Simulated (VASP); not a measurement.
Set up this calculation in VASP 6.6.1, as the native input.

```yaml
Task: single point
Functional: PBEsol
Potentials_or_basis: VASP PAW PBE potentials, release 64 (Sb)
Cutoff: 520 eV
k_mesh: 18 × 18 × 10
Occupations: gaussian, width 0.15 eV
Spin: no spin polarisation
Dipole_correction: no
Further_INCAR_settings: ALGO = Normal; EDIFF = 1e-06; NBANDS = 12
```

The structure of Sb lies in POSCAR:

```
Sb
1.0
    3.3690001795      0.0000000000      0.0000000000
   -1.6845000898      2.9176397408      0.0000000000
    0.0000000000      0.0000000000      5.3300000000
Sb
2
Direct
    0.3333333333      0.6666666667      0.2500000000
    0.6666666667      0.3333333333      0.7500000000
```

These files were run (other wordings do the same):

INCAR

```
SYSTEM = Sb
PREC     = Accurate       ! precision mode
ENCUT    = 520            ! plane-wave cutoff, eV
EDIFF    = 1E-6           ! SCF threshold, eV
ISMEAR   = 0              ! smearing method
SIGMA    = 0.15           ! smearing width, eV
LREAL    = .FALSE.        ! projectors in reciprocal space
LASPH    = .TRUE.         ! aspherical terms in the spheres
NELM     = 80             ! most SCF steps
ALGO     = Normal         ! electronic algorithm
ISIF     = 2              ! what is computed and relaxed
LWAVE    = .FALSE.        ! write WAVECAR
LCHARG   = .FALSE.        ! write CHGCAR
GGA      = PS             ! functional
NBANDS   = 12             ! bands
```

KPOINTS

```
regular mesh
0
G
  18 18 10
  0 0 0
```

Potentials or basis: VASP PAW PBE potentials, release 64 (Sb).

The run is started by

```console
$ cat potpaw_PBE.64/Sb/POTCAR > POTCAR
$ mpirun -np 1 vasp_std > vasp.out
```

Results of the run:

```
Pressure               : -0.1 GPa
Band gap on the k mesh : zero (band 5 reaches 12.98 eV, above the bottom of band 6 at 5.41 eV)
```

Caveat: the PAW data sets were made with another functional, which shifts forces and pressure a little; spin-orbit coupling is left out, which moves the levels of the heavy elements.

It took 42 s on 1 thread of Intel(R) Xeon(R) Platinum 8488C (Sapphire Rapids), with other jobs on the host, peak memory 0.26 GiB.
